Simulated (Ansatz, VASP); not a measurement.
**Two plane-wave programs on BaRe**

INCAR

```
  PREC = Accurate
  ENCUT = 500
  EDIFF = 1E-6
  ISMEAR = 0
  SIGMA = 0.05
  LREAL = False
  LASPH = True
  NELM = 120
  ALGO = Normal
  ISIF = 2
  LWAVE = False
  LCHARG = True
  GGA = PS
  LELF = True
  LVHAR = True
  NBANDS = 20
  GGA_COMPAT = False
```

KPOINTS

```
regular mesh
0
Gamma
  8 8 8
```

POSCAR

```
BaRe
1.0
    3.6401939807      0.0000000000      0.0000000000
    0.0000000000      3.6401939807      0.0000000000
    0.0000000000      0.0000000000      3.6401939807
Ba Re
1 1
Direct
    0.0000000000      0.0000000000      0.0000000000
    0.5000000000      0.5000000000      0.5000000000
```

Input for Ansatz:

```yaml
crystal:
  lattice:
    - [3.6401939807, 0.0, 0.0]
    - [0.0, 3.6401939807, 0.0]
    - [0.0, 0.0, 3.6401939807]
  atoms:
    - { symbol: Ba, position: [0.0, 0.0, 0.0] }
    - { symbol: Re, position: [0.5, 0.5, 0.5] }
basis:
  ecutwfc: 420
  ecutrho_ratio: 4
kpoints:
  mp_grid: { grid: [8, 8, 8] }
hamiltonian:
  xc: pbesol
scf:
  occupations: { method: gaussian, width: 0.05 }
output:
  forces: true
  stress: true
  eigenvalues: true
```

Alike in both runs: task single point; functional PBEsol; k mesh 8 × 8 × 8; occupations gaussian, width 0.05 eV; no spin polarisation.

```csv
,VASP,Ansatz
version,VASP 6.6.1,Ansatz 0.2.0
potentials or method,"VASP PAW PBE potentials, release 64 (Ba_sv, Re_sv_GW), cutoff 500 eV","scalar-relativistic, plane waves, PAW"
valence electrons in the cell,25,25
```

VASP gave:

```
gap on the k mesh at the Fermi level (eV) : none
pressure (GPa)                            : 0.5
```

Question: Which values does Ansatz return?

Answer: gap on the k mesh at the Fermi level (eV): none; pressure (GPa): -1.1.

VASP's potentials were made for PBE, not for PBEsol. A gap of «none» marks a metal or a gap that the smearing closes.

Spin-orbit coupling is off throughout.
